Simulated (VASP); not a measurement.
Write the native input for VASP 6.6.1 that does the following.

```
Task                   : single point
Functional             : PBEsol
Potentials or basis    : VASP PAW PBE potentials, release 64 (Pb_d, S)
Cutoff                 : 500 eV
k mesh                 : 6 × 6 × 6
Occupations            : gaussian, width 0.01 eV
Spin                   : no spin polarisation
Dipole correction      : no
Further INCAR settings : ALGO = Normal; EDIFF = 1e-06; NBANDS = 17
```

The structure of PbS (Galena) lies in POSCAR:

```
PbS
1.0
    0.0000000000      2.9756030624      2.9756030624
    2.9756030624      0.0000000000      2.9756030624
    2.9756030624      2.9756030624      0.0000000000
Pb S
1 1
Direct
    0.0000000000      0.0000000000      0.0000000000
    0.5000000000      0.5000000000      0.5000000000
```

The input as run:

INCAR

```
SYSTEM = PbS
PREC = Accurate
ENCUT = 500
EDIFF = 1E-6
ISMEAR = 0
SIGMA = 0.01
LREAL = .FALSE.
LASPH = .TRUE.
NELM = 120
ALGO = Normal
ISIF = 2
LWAVE = .FALSE.
LCHARG = .FALSE.
GGA = PS
NBANDS = 17
GGA_COMPAT = .FALSE.
```

KPOINTS

```
Automatic mesh
0
G
  6 6 6
  0 0 0
```

Potentials or basis: VASP PAW PBE potentials, release 64 (Pb_d, S).

The run is started by

```bash
$ cat potpaw_PBE.64/Pb_d/POTCAR potpaw_PBE.64/S/POTCAR > POTCAR
$ mpirun -np 1 vasp_std > vasp.out
```

Results of the run:

```yaml
Pressure: -1.5 GPa
Band_gap_on_the_k_mesh: 0.29 eV, direct
```

Caveat: the PAW data sets were made with another functional, which shifts forces and pressure a little; spin-orbit coupling is left out, which moves the levels of the heavy elements.

It took 28 s on 1 thread of AMD EPYC 7R13 (shared host), peak memory 0.14 GiB.
